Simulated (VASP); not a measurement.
# HfS4 (P6/mmm) in VASP: relaxation of cell and atoms with PBE

Aim: the relaxation of cell and atoms of HfS4 with PBE.

All numbers are computed with VASP 6.6.1; they aren't measurements. Logs are shortened: lines on timing, memory, paths and dates and some standing lists are left out, and cuts for length are marked.

### Step 1. The cell of the first run

The structure is hexagonal, space group P6/mmm (No. 191). The conventional cell has a = 4.624 Å, b = 4.624 Å, c = 6.891 Å, α = 90.00°, β = 90.00°, γ = 120.00°. Hf (site symmetry 6/mmm) has 8 S at 2.48 to 2.67 Å within 3.3 Å. Within 2.6 Å of S (site symmetry 6mm) lie 1 S at 1.94 Å and 1 Hf at 2.48 Å. S (site symmetry -6m2) has 3 S at 2.67 Å and 3 Hf at 2.67 Å within 3.5 Å.

The cell was generated, and may not be a known phase.

### Step 2. Relaxation of cell and atoms, PBE

INCAR reads:

```
SYSTEM = HfS4
PREC = Accurate
ENCUT = 600
EDIFF = 1E-7
ISMEAR = 0
SIGMA = 0.1
LREAL = .False.
LASPH = .True.
NELM = 60
ALGO = Fast
ISIF = 3
LWAVE = .False.
LCHARG = .False.
GGA = PE
IBRION = 2
NSW = 100
EDIFFG = -0.01
```

KPOINTS reads:

```
Automatic mesh
0
Gamma
  12 12 6
  0 0 0
```

POSCAR reads:

```
HfS4
1.0
    4.6243645815      0.0000000000      0.0000000000
   -2.3121822907      4.0048172039      0.0000000000
    0.0000000000      0.0000000000      6.8905512637
Hf S
1 4
Direct
    0.0000000000      0.0000000000      0.5000000000
    0.0000000000      0.0000000000      0.8593906953
    0.0000000000      0.0000000000      0.1406093047
    0.3333333333      0.6666666667      0.5000000000
    0.6666666667      0.3333333333      0.5000000000
```

Potentials or basis: VASP PAW PBE potentials, release 64 (Hf_pv, S).

Run with:

```bash
$ cat potpaw_PBE.64/Hf_pv/POTCAR potpaw_PBE.64/S/POTCAR > POTCAR
$ mpirun -np 1 vasp_std > vasp.out
```

OUTCAR:

```text
SYSTEM = HfS4
   PREC = Accurate
   ENCUT = 600
   EDIFF = 1E-7
   ISMEAR = 0
   LREAL = .False.
   LASPH = .True.
   NELM = 60
   ISIF = 3
   GGA = PE
   IBRION = 2
   NSW = 100
   EDIFFG = -0.01

 ion  position               nearest neighbor table
   1  0.000  0.000  0.500-   2 2.48   3 2.48   4 2.67   5 2.67   4 2.67   5 2.67   5 2.67   4 2.67

   2  0.000  0.000  0.859-   3 1.94   1 2.48
   3  0.000  0.000  0.141-   2 1.94   1 2.48
   4  0.333  0.667  0.500-   5 2.67   1 2.67   5 2.67   1 2.67   1 2.67   5 2.67
   5  0.667  0.333  0.500-   4 2.67   1 2.67   4 2.67   1 2.67   1 2.67   4 2.67

  LATTYP: Found a hexagonal cell.
 ALAT       =     4.6243645815
 C/A-ratio  =     1.4900536370

  Lattice vectors:

 A1 = (   4.6243645815,   0.0000000000,   0.0000000000)
 A2 = (  -2.3121822907,   4.0048172039,   0.0000000000)
 A3 = (   0.0000000000,   0.0000000000,   6.8905512637)

Analysis of symmetry for initial positions (statically):
=====================================================================
 Subroutine PRICEL returns:
 Original cell was already a primitive cell.

 Routine SETGRP: Setting up the symmetry group for a
 hexagonal supercell.

 Subroutine GETGRP returns: Found 24 space group operations
 (whereof 24 operations were pure point group operations)
 out of a pool of 24 trial point group operations.

The static configuration has the point symmetry D_6h.

Analysis of symmetry for dynamics (positions and initial velocities):
=====================================================================
 Subroutine PRICEL returns:
 Original cell was already a primitive cell.

 Routine SETGRP: Setting up the symmetry group for a
 hexagonal supercell.

 Subroutine GETGRP returns: Found 24 space group operations
 (whereof 24 operations were pure point group operations)
 out of a pool of 24 trial point group operations.

The dynamic configuration has the point symmetry D_6h.

 Subroutine INISYM returns: Found 24 space group operations
 (whereof 24 operations are pure point group operations),
 and found     1 'primitive' translations

----------------------------------------------------------------------------------------

                                     Primitive cell

  volume of cell :     127.6112

  direct lattice vectors                    reciprocal lattice vectors
     4.624364582  0.000000000  0.000000000     0.216245926  0.124849643  0.000000000
    -2.312182291  4.004817204  0.000000000     0.000000000  0.249699287  0.000000000
     0.000000000  0.000000000  6.890551264     0.000000000  0.000000000  0.145126270

  length of vectors
     4.624364582  4.624364581  6.890551264     0.249699287  0.249699287  0.145126270

  position of ions in fractional coordinates (direct lattice)
     0.000000000  0.000000000  0.500000000
     0.000000000  0.000000000  0.859390695
     0.000000000  0.000000000  0.140609305
     0.333333333  0.666666667  0.500000000
     0.666666667  0.333333333  0.500000000

  ion indices of the primitive-cell ions
   primitive index   ion index
                 1           1
                 2           2
                 3           3
                 4           4
                 5           5

----------------------------------------------------------------------------------------

 KPOINTS: Automatic mesh

Automatic generation of k-mesh.
 Grid dimensions read from file:
 generate k-points for:   12   12    6

 Generating k-lattice:

  Cartesian coordinates                     Fractional coordinates (reciprocal lattice)
     0.018020494  0.010404137  0.000000000     0.083333333  0.000000000  0.000000000
     0.000000000  0.020808274  0.000000000     0.000000000  0.083333333  0.000000000
     0.000000000  0.000000000  0.024187712     0.000000000  0.000000000  0.166666667

  Length of vectors
     0.020808274  0.020808274  0.024187712

  Shift w.r.t. Gamma in fractional coordinates (k-lattice)
     0.000000000  0.000000000  0.000000000

 Subroutine IBZKPT returns following result:
 ===========================================

 Found     76 irreducible k-points:

 Following reciprocal coordinates:
            Coordinates               Weight
  0.000000  0.000000  0.000000      1.000000
  0.083333 -0.000000  0.000000      6.000000
  0.166667 -0.000000  0.000000      6.000000
  0.250000  0.000000  0.000000      6.000000
  0.333333  0.000000  0.000000      6.000000
  0.416667 -0.000000  0.000000      6.000000
[... 16 lines left out ...]
  0.250000  0.000000  0.166667     12.000000
  0.333333  0.000000  0.166667     12.000000
 [... further k-points ...]
   k-points           NKPTS =     76   k-points in BZ     NKDIM =     76   number of bands    NBANDS=     21
   number of dos      NEDOS =    301   number of ions     NIONS =      5
   total plane-waves  NPLWV =  89600
   dimension x,y,z NGX =    40 NGY =   40 NGZ =   56
   dimension x,y,z NGXF=    80 NGYF=   80 NGZF=  112
   ions per type =               1   4
   NGX,Y,Z   is equivalent  to a cutoff of  14.38, 14.38, 13.51 a.u.
   NGXF,Y,Z  is equivalent  to a cutoff of  28.76, 28.76, 27.02 a.u.
 SYSTEM =  HfS4
   PREC   = accura    normal or accurate (medium, high low for compatibility)
   ISTART =      0    job   : 0-new  1-cont  2-samecut
   ICHARG =      2    charge: 1-file 2-atom 10-const
   ISPIN  =      1    spin polarized calculation?
   LNONCOLLINEAR =      F non collinear calculations
   LSORBIT =      F    spin-orbit coupling
   LASPH  =      T    aspherical Exc in radial PAW
   ENCUT  =  600.0 eV  44.10 Ry    6.64 a.u.   9.24  9.24 13.76*2*pi/ulx,y,z
   NELM   =     60;   NELMIN=  2; NELMDL= -5     # of ELM steps
   EDIFF  = 0.1E-06   stopping-criterion for ELM
   LREAL  =      F    real-space projection
   EDIFFG = -.1E-01   stopping-criterion for IOM
   NSW    =    100    number of steps for IOM
   IBRION =      2    ionic relax: 0-MD 1-quasi-New 2-CG
   NFREE  =      1    steps in history (QN), initial steepest desc. (CG)
   ISIF   =      3    stress and relaxation
   ISYM   =      2    0-nonsym 1-usesym 2-fastsym
   POTIM  = 0.5000    time-step for ionic-motion
   TEBEG  =    0.0;   TEEND  =   0.0 temperature during run
   PSTRESS=    0.0 pullay stress
   NELECT =      34.0000    total number of electrons
   NUPDOWN=      -1.0000    fix difference up-down
   EMIN   =  10.00;   EMAX   =-10.00  energy-range for DOS
   EFERMI =   0.00;   METHOD = LEGACY
   ISMEAR =     0;   SIGMA  =   0.10  broadening in eV -4-tet -1-fermi 0-gaus
   EFERMI_NEDOS =   21; number of points for ismear=-14 and -15
   IALGO  =     68    algorithm
   IMIX   =      4    mixing-type and parameters
     AMIX     =   0.40;   BMIX     =  1.00
     AMIX_MAG =   1.60;   BMIX_MAG =  1.00
  volume/ion in A,a.u.               =      25.52       172.23
  Fermi-wavevector in a.u.,A,eV,Ry     =   1.053428  1.990690 15.098531  1.109711
  Thomas-Fermi vector in A             =   2.188549
   LORBIT       =      0    0 simple, 1 ext, 2 COOP (PROOUT), +10 PAW based schemes
   GGA     = PE    functional components
   LHFCALC =     F    Hartree Fock is set to
   AEXX    =    0.0000 exact exchange contribution
   IVDW    =     0    specifies the selected vdW correction
   LEPSILON=     F    determine dielectric tensor
   LRPA    =     F    only Hartree local field effects (RPA)
 conjugate gradient relaxation of ions
 non-spin polarized calculation
 RMM-DIIS sequential band-by-band and
 Gauss-broadening in eV      SIGMA  =   0.10
  energy-cutoff  :      600.00
  volume of cell :      127.61
 maximum number of plane-waves:      4288
 NGX is ok and might be reduce to    40
   NGX = 19   NGY = 19   NGZ = 27

--------------------------------------- Ionic step        1  -------------------------------------------

 number of electron      34.0000002 magnetization

 Free energy of the ion-electron system (eV)
  ---------------------------------------------------
  ext. energy  EPLUGINS =         0.00000000
  ---------------------------------------------------
  free energy    TOTEN  =       -27.53154512 eV

  energy without entropy =      -27.50408313  energy(sigma->0) =      -27.51781413

------------------------ aborting loop because EDIFF is reached ----------------------------------------

  FORCE on cell =-STRESS in cart. coord.  units (eV):
  Direction    XX          YY          ZZ          XY          YZ          ZX
  --------------------------------------------------------------------------------------
  -------------------------------------------------------------------------------------
  Total       -0.3070791     -0.3070791     -0.4094132     -0.0000000      0.0000000     -0.0000000
  in kB       -3.8554241     -3.8554241     -5.1402431     -0.0000000      0.0000000     -0.0000000
  external PRESSURE =      -4.2836971 kB  Pullay stress =       0.0000000 kB

 VOLUME and BASIS-vectors are now :
 -----------------------------------------------------------------------------
  energy-cutoff  :      600.00
  volume of cell :      127.61
      direct lattice vectors                 reciprocal lattice vectors
     4.624364582  0.000000000  0.000000000     0.216245926  0.124849643  0.000000000
    -2.312182291  4.004817204  0.000000000     0.000000000  0.249699287  0.000000000
     0.000000000  0.000000000  6.890551264     0.000000000  0.000000000  0.145126270
[... 118 lines left out ...]
 POSITION                                       TOTAL-FORCE (eV/Angst)
 -----------------------------------------------------------------------------------
     -2.30616      3.99438      3.44151        -0.000000      0.000000     -0.000000
      2.30616      3.99438      5.91837         0.000000      0.000000      0.016968
      0.00000      0.00000      0.96466        -0.000000     -0.000000     -0.016968
     -0.00000      2.66292      3.44151         0.000000     -0.000000     -0.000000
      2.30616      1.33146      3.44151         0.000000      0.000000      0.000000
 -----------------------------------------------------------------------------------
    total drift:                                0.000000     -0.000000      0.000000

  FREE ENERGIE OF THE ION-ELECTRON SYSTEM (eV)
  ---------------------------------------------------
  free  energy   TOTEN  =       -27.5331420473 eV

  energy  without entropy=      -27.5059698452  energy(sigma->0) =      -27.51955595

--------------------------------------- Ionic step        5  -------------------------------------------

 number of electron      34.0000002 magnetization

 Free energy of the ion-electron system (eV)
  ---------------------------------------------------
  ext. energy  EPLUGINS =         0.00000000
  ---------------------------------------------------
  free energy    TOTEN  =       -27.53316053 eV

  energy without entropy =      -27.50596966  energy(sigma->0) =      -27.51956509

 E-fermi :   2.3696     XC(G=0):  -8.5832

 val. band max:        2.3676908660   @ k =   0.2500   0.1667   0.1667
 cond. band min:       2.3779088166   @ k =   0.3333   0.0833   0.5000
 fundamental gap:      0.0102179505
 Fermi energy:         2.3695776537

 k-point     1 :       0.0000    0.0000    0.0000
  band No.  band energies     occupation
      1     -28.9142      2.00000
      2     -28.4616      2.00000
      3     -28.4616      2.00000
      4     -13.2661      2.00000
      5     -11.7466      2.00000
      6      -8.1886      2.00000
[... 13 lines left out ...]
     20       5.7256      0.00000
     21       6.0737      0.00000
[... 529 lines left out ...]
 k-point    24 :       0.3333    0.0000    0.1667
  band No.  band energies     occupation
      1     -28.9134      2.00000
      2     -28.4797      2.00000
      3     -28.4652      2.00000
      4     -13.1855      2.00000
      5     -10.9553      2.00000
      6      -9.0315      2.00000
[... 13 lines left out ...]
     20       5.1936      0.00000
     21       5.8005      0.00000

 [... further k-points ...]

------------------------ aborting loop because EDIFF is reached ----------------------------------------

  FORCE on cell =-STRESS in cart. coord.  units (eV):
  Direction    XX          YY          ZZ          XY          YZ          ZX
  --------------------------------------------------------------------------------------
  -------------------------------------------------------------------------------------
  Total        0.0021436      0.0021436      0.0273564      0.0000000     -0.0000000      0.0000000
  in kB        0.0270675      0.0270675      0.3454341      0.0000000     -0.0000000      0.0000000
  external PRESSURE =       0.1331897 kB  Pullay stress =       0.0000000 kB

 VOLUME and BASIS-vectors are now :
 -----------------------------------------------------------------------------
  energy-cutoff  :      600.00
  volume of cell :      126.88
      direct lattice vectors                 reciprocal lattice vectors
     4.613918132 -0.000000000  0.000000000     0.216735532  0.125132318 -0.000000000
    -2.306959066  3.995770313 -0.000000000     0.000000000  0.250264635 -0.000000000
     0.000000000  0.000000000  6.882313750    -0.000000000  0.000000000  0.145299973

 POSITION                                       TOTAL-FORCE (eV/Angst)
 -----------------------------------------------------------------------------------
      0.00000      0.00000      3.44116         0.000000     -0.000000     -0.000000
      0.00000      0.00000      5.91788         0.000000      0.000000      0.006138
      0.00000      0.00000      0.96443        -0.000000     -0.000000     -0.006138
     -0.00000      2.66385      3.44116         0.000000      0.000000     -0.000000
      2.30696      1.33192      3.44116        -0.000000     -0.000000      0.000000
 -----------------------------------------------------------------------------------
    total drift:                                0.000000      0.000000      0.000000

  FREE ENERGIE OF THE ION-ELECTRON SYSTEM (eV)
  ---------------------------------------------------
  free  energy   TOTEN  =       -27.5331605333 eV

  energy  without entropy=      -27.5059696559  energy(sigma->0) =      -27.51956509

 reached required accuracy - stopping structural energy minimisation
```

It took 12 min on 1 thread of Oxide Virtual Turin-like, shared host; peak memory 0.42 GiB.

Results:

* Free energy: -27.5332 eV
* Relaxed volume: 25.38 Å³/atom
* Relaxed cell: a = 4.614 Å, b = 4.614 Å, c = 6.882 Å, α = 90.00°, β = 90.00°, γ = 120.00°
* Space group after relaxing (to 0.1 Å): P6/mmm (No. 191)
* Energy gained by relaxing: 0.3 meV/atom
* Ionic steps: 5
* Pressure after relaxing: 0.0 GPa
* Largest force after relaxing: 0.006 eV/Å
* Band gap on the k mesh: zero (bands 17 and 18 overlap by 0.65 eV)

Forces in eV/Å, atoms in the order of the input:
```
Hf   0.000  0.000  0.000
S    0.000  0.000  0.006
S    0.000  0.000 -0.006
S    0.000  0.000  0.000
S    0.000  0.000  0.000
```

Step by step:
| step | energy change (eV) | largest force (eV/Å) | pressure (GPa) | volume (Å³) |
| --- | --- | --- | --- | --- |
| 1 | 0.0000 | 0.1996 | -0.43 | 127.61 |
| 2 | 0.0023 | 0.4205 | 0.48 | 126.36 |
| 3 | -0.0014 | 0.0288 | -0.09 | 127.12 |
| 4 | -0.0016 | 0.0170 | 0.05 | 126.81 |
| 5 | -0.0016 | 0.0061 | 0.01 | 126.88 |

Final structure:
```
Hf S
1.0
     4.61392    0.00000    0.00000
    -2.30696    3.99577    0.00000
     0.00000    0.00000    6.88231
Hf S
1 4
Cartesian
  0.0000 0.0000 3.4412
  0.0000 0.0000 5.9179
  0.0000 0.0000 0.9644
  0.0000 2.6638 3.4412
  2.3070 1.3319 3.4412
```

Caveat: spin-orbit coupling is left out, which moves the levels of the heavy elements.
